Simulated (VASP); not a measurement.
Here is a VASP 6.6.1 calculation.

The input INCAR:

```
SYSTEM = YS2
  PREC = Accurate
  ENCUT = 520
  EDIFF = 1E-7
  ISMEAR = -1
  SIGMA = 0.1
  LREAL = .False.
  LASPH = .True.
  NELM = 100
  ALGO = Normal
  ISIF = 2
  LWAVE = .False.
  LCHARG = .False.
  GGA = PE
  NBANDS = 32
```

File KPOINTS:

```
regular mesh
0
Gamma
  4 4 4
  0 0 0
```

Contents of POSCAR:

```
YS2
1.0
    0.0000000000      4.0164431448      4.0164431448
    4.0164431448      0.0000000000      4.0164431448
    4.0164431448      4.0164431448      0.0000000000
Y S
2 4
Direct
    0.0000000000      0.0000000000      0.0000000000
    0.2500000000      0.2500000000      0.2500000000
    0.6250000000      0.6250000000      0.6250000000
    0.1250000000      0.6250000000      0.6250000000
    0.6250000000      0.1250000000      0.6250000000
    0.6250000000      0.6250000000      0.1250000000
```

Potentials or basis: VASP PAW PBE potentials, release 64 (Y_sv, S).

Launch:

```bash
$ cat potpaw_PBE.64/Y_sv/POTCAR potpaw_PBE.64/S/POTCAR > POTCAR
$ mpirun -np 1 vasp_std > vasp.out
```

Estimate the band gap on the k mesh.

zero (band 23 reaches 6.15 eV, above the bottom of band 24 at 5.64 eV).

Estimate the pressure.

-4.5 GPa.
